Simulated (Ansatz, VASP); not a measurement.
# Mg in VASP and in Ansatz

```xyz
2
Lattice="3.2515 0.0000 0.0000 -1.6258 2.8159 0.0000 0.0000 0.0000 5.2789" Properties=species:S:1:pos:R:3 pbc="T T T"
Mg    0.0000    1.8773    1.3197
Mg    1.6258    0.9386    3.9592
```

Change from the starting cell: volume scaled by 1.04.

Alike in both runs: task single point; functional PBE; k mesh 12 × 12 × 7; occupations fermi-dirac, width 0.08 eV; no spin polarisation.

|  | VASP | Ansatz |
| --- | --- | --- |
| version | VASP 6.6.1 | Ansatz 0.2.0 |
| potentials or method | VASP PAW PBE potentials, release 64 (Mg), cutoff 520 eV | all-electron LAPW, scalar-relativistic |

```csv
,VASP,Ansatz,Ansatz less VASP
pressure (GPa),-1.8,-1.7,+0.11
"traceless stress, the component that is largest in VASP (GPa)",-0.49,-0.49,+0.002
```

Ansatz ran all-electron here, and VASP with PAW potentials.
